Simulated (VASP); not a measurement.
# BBr2 (I4_1/amd) in VASP: single point with PBE

Aim: the single point of BBr2 with PBE.

Program: VASP 6.6.1. These are calculated values, not measurements. Logs are shortened: lines on timing, memory, paths and dates and some standing lists are left out, and cuts for length are marked.

## 1. The cell of the first run

Symmetry: I4_1/amd, No. 141, tetragonal system. Conventional cell: a = 4.832 Å, b = 4.832 Å, c = 10.333 Å, α = 90.00°, β = 90.00°, γ = 90.00°. Within 3.2 Å of B (site symmetry -4m2) lie 6 Br at 2.42 to 2.46 Å. Br (site symmetry 2mm) has 3 B at 2.42 to 2.46 Å within 3.2 Å.

## 2. Single point, PBE

The input, INCAR:

```
SYSTEM = BBr2
PREC = Accurate
ENCUT = 520
EDIFF = 1E-7
ISMEAR = 0
SIGMA = 0.1
LREAL = .False.
LASPH = .True.
NELM = 80
ALGO = Normal
ISIF = 2
LWAVE = .False.
LCHARG = .True.
GGA = PE
LELF = .True.
LVHAR = .True.
NBANDS = 26
```

The input, KPOINTS:

```
regular mesh
0
Gamma
  12 12 12
  0 0 0
```

The input, POSCAR:

```
BBr2
1.0
   -2.4158751879      2.4158751879      5.1665168264
    2.4158751879     -2.4158751879      5.1665168264
    2.4158751879      2.4158751879     -5.1665168264
B Br
2 4
Direct
    0.5000000000      0.5000000000      0.0000000000
    0.2500000000      0.7500000000      0.5000000000
    0.7379054110      0.7379054110      0.0000000000
    0.2620945890      0.2620945890      0.0000000000
    0.0120945890      0.5120945890      0.5000000000
    0.4879054110      0.9879054110      0.5000000000
```

Potentials or basis: VASP PAW PBE potentials, release 64 (B, Br).

The run is started by

```sh
> cat potpaw_PBE.64/B/POTCAR potpaw_PBE.64/Br/POTCAR > POTCAR
> mpirun -np 1 vasp_std > vasp.out
```

OUTCAR:

```text
SYSTEM = BBr2
   PREC = Accurate
   ENCUT = 520
   EDIFF = 1E-7
   ISMEAR = 0
   LREAL = .False.
   LASPH = .True.
   NELM = 80
   ISIF = 2
   GGA = PE

 ion  position               nearest neighbor table
   1  0.500  0.500  0.000-   5 2.42   6 2.42   5 2.42   6 2.42   4 2.46   3 2.46
   2  0.250  0.750  0.500-   4 2.42   3 2.42   4 2.42   3 2.42   5 2.46   6 2.46
   3  0.738  0.738  0.000-   2 2.42   2 2.42   1 2.46
   4  0.262  0.262  0.000-   2 2.42   2 2.42   1 2.46
   5  0.012  0.512  0.500-   1 2.42   1 2.42   2 2.46
   6  0.488  0.988  0.500-   1 2.42   1 2.42   2 2.46

  LATTYP: Found a body centered tetragonal cell.
 ALAT       =     4.8317503758
 C/A-ratio  =     2.1385694312

  Lattice vectors:

 A1 = (  -2.4158751879,   2.4158751879,   5.1665168264)
 A2 = (   2.4158751879,  -2.4158751879,   5.1665168264)
 A3 = (   2.4158751879,   2.4158751879,  -5.1665168264)

Analysis of symmetry for initial positions (statically):
=====================================================================
 Subroutine PRICEL returns:
 Original cell was already a primitive cell.

 Routine SETGRP: Setting up the symmetry group for a
 body centered tetragonal supercell.

 Subroutine GETGRP returns: Found 16 space group operations
 (whereof  8 operations were pure point group operations)
 out of a pool of 16 trial point group operations.

The static configuration has the point symmetry D_2d.
 The point group associated with its full space group is D_4h.

Analysis of symmetry for dynamics (positions and initial velocities):
=====================================================================
 Subroutine PRICEL returns:
 Original cell was already a primitive cell.

 Routine SETGRP: Setting up the symmetry group for a
 body centered tetragonal supercell.

 Subroutine GETGRP returns: Found 16 space group operations
 (whereof  8 operations were pure point group operations)
 out of a pool of 16 trial point group operations.

The dynamic configuration has the point symmetry D_2d.
 The point group associated with its full space group is D_4h.

 Subroutine INISYM returns: Found 16 space group operations
 (whereof  8 operations are pure point group operations),
 and found     1 'primitive' translations

----------------------------------------------------------------------------------------

                                     Primitive cell

  volume of cell :     120.6165

[... 98 lines left out ...]
   EDIFFG = 0.1E-05   stopping-criterion for IOM
   NSW    =      0    number of steps for IOM
   IBRION =     -1    ionic relax: 0-MD 1-quasi-New 2-CG
   NFREE  =      0    steps in history (QN), initial steepest desc. (CG)
   ISIF   =      2    stress and relaxation
   ISYM   =      2    0-nonsym 1-usesym 2-fastsym
   POTIM  = 0.5000    time-step for ionic-motion
   TEBEG  =    0.0;   TEEND  =   0.0 temperature during run
   PSTRESS=    0.0 pullay stress
   NELECT =      34.0000    total number of electrons
   NUPDOWN=      -1.0000    fix difference up-down
   EMIN   =  10.00;   EMAX   =-10.00  energy-range for DOS
   EFERMI =   0.00;   METHOD = LEGACY
   ISMEAR =     0;   SIGMA  =   0.10  broadening in eV -4-tet -1-fermi 0-gaus
   EFERMI_NEDOS =   21; number of points for ismear=-14 and -15
   IALGO  =     38    algorithm
   IMIX   =      4    mixing-type and parameters
     AMIX     =   0.40;   BMIX     =  1.00
     AMIX_MAG =   1.60;   BMIX_MAG =  1.00
  volume/ion in A,a.u.               =      20.10       135.66
  Fermi-wavevector in a.u.,A,eV,Ry     =   1.073410  2.028450 15.676748  1.152208
  Thomas-Fermi vector in A             =   2.209208
   LORBIT       =      0    0 simple, 1 ext, 2 COOP (PROOUT), +10 PAW based schemes
   GGA     = PE    functional components
   LHFCALC =     F    Hartree Fock is set to
   AEXX    =    0.0000 exact exchange contribution
   IVDW    =     0    specifies the selected vdW correction
   LEPSILON=     F    determine dielectric tensor
   LRPA    =     F    only Hartree local field effects (RPA)
 non-spin polarized calculation
 Gauss-broadening in eV      SIGMA  =   0.10
  energy-cutoff  :      520.00
  volume of cell :      120.62
 maximum number of plane-waves:      3280
 NGX is ok and might be reduce to    48
   NGX = 23   NGY = 23   NGZ = 23

 number of electron      33.9999998 magnetization

 Free energy of the ion-electron system (eV)
  ---------------------------------------------------
  ext. energy  EPLUGINS =         0.00000000
  ---------------------------------------------------
  free energy    TOTEN  =       -15.83841506 eV

  energy without entropy =      -15.82789497  energy(sigma->0) =      -15.83315502

 E-fermi :   3.4450     XC(G=0):  -9.5684

 val. band max:        3.4375724314   @ k =   0.1667   0.1667   0.0833
 cond. band min:       3.4489817453   @ k =   0.1667   0.0833   0.0833
 fundamental gap:      0.0114093139
 Fermi energy:         3.4450331778

 k-point     1 :       0.0000    0.0000    0.0000
  band No.  band energies     occupation
      1     -13.4151      2.00000
      2     -11.7162      2.00000
      3     -11.5797      2.00000
      4     -11.4504      2.00000
      5      -2.9808      2.00000
      6      -2.9529      2.00000
[... 685 lines left out ...]
     25      11.1825      0.00000
     26      11.4395      0.00000

 [... further k-points ...]

------------------------ aborting loop because EDIFF is reached ----------------------------------------

  FORCE on cell =-STRESS in cart. coord.  units (eV):
  Direction    XX          YY          ZZ          XY          YZ          ZX
  --------------------------------------------------------------------------------------
  -------------------------------------------------------------------------------------
  Total       -0.0028136     -0.0028136     -0.0085287      0.0000000      0.0000000     -0.0000000
  in kB       -0.0373733     -0.0373733     -0.1132884      0.0000000      0.0000000     -0.0000000
  external PRESSURE =      -0.0626783 kB  Pullay stress =       0.0000000 kB

 VOLUME and BASIS-vectors are now :
 -----------------------------------------------------------------------------
  energy-cutoff  :      520.00
  volume of cell :      120.62
      direct lattice vectors                 reciprocal lattice vectors
    -2.415875188  2.415875188  5.166516826     0.000000000  0.206964334  0.096777000
     2.415875188 -2.415875188  5.166516826     0.206964334  0.000000000  0.096777000
     2.415875188  2.415875188 -5.166516826     0.206964334  0.206964334  0.000000000

 POSITION                                       TOTAL-FORCE (eV/Angst)
 -----------------------------------------------------------------------------------
      0.00000      0.00000      5.16652        -0.000000     -0.000000     -0.000000
      2.41588      0.00000      2.58326        -0.000000     -0.000000     -0.000000
      0.00000      0.00000      7.62480         0.000000      0.000000      0.002683
      0.00000      0.00000      2.70823         0.000000      0.000000     -0.002683
      2.41588      0.00000      0.12497        -0.000000     -0.000000     -0.002683
      2.41588      0.00000      5.04154         0.000000      0.000000      0.002683
 -----------------------------------------------------------------------------------
    total drift:                                0.000000      0.000000     -0.000000

  FREE ENERGIE OF THE ION-ELECTRON SYSTEM (eV)
  ---------------------------------------------------
  free  energy   TOTEN  =       -15.8384150573 eV

  energy  without entropy=      -15.8278949734  energy(sigma->0) =      -15.83315502
```

stdout:

```text
POSCAR found type information on POSCAR B Br
 POSCAR found :  2 types and       6 ions
 scaLAPACK will be used
 LDA part: xc-table for (Slater+PW92), standard interpolation
 POSCAR, INCAR and KPOINTS ok, starting setup
 FFT: planning ... GRIDC
 FFT: planning ... GRID_SOFT
 FFT: planning ... GRID
 WAVECAR not read
 entering main loop
```

Run time: 16 min. Hardware: 1 thread of AMD EPYC 7R43 (Zen 3), shared host; peak memory 0.56 GiB.

Results:

| Item | Value |
| --- | --- |
| Free energy | -15.8384 eV |
| Pressure | 0.0 GPa |
| Band gap on the k mesh | zero (bands 17 and 18 overlap by 2.59 eV) |

Forces on the atoms (eV/Å):
```
B    0.000  0.000  0.000
B    0.000  0.000  0.000
Br   0.000  0.000  0.003
Br   0.000  0.000 -0.003
Br   0.000  0.000 -0.003
Br   0.000  0.000  0.003
```
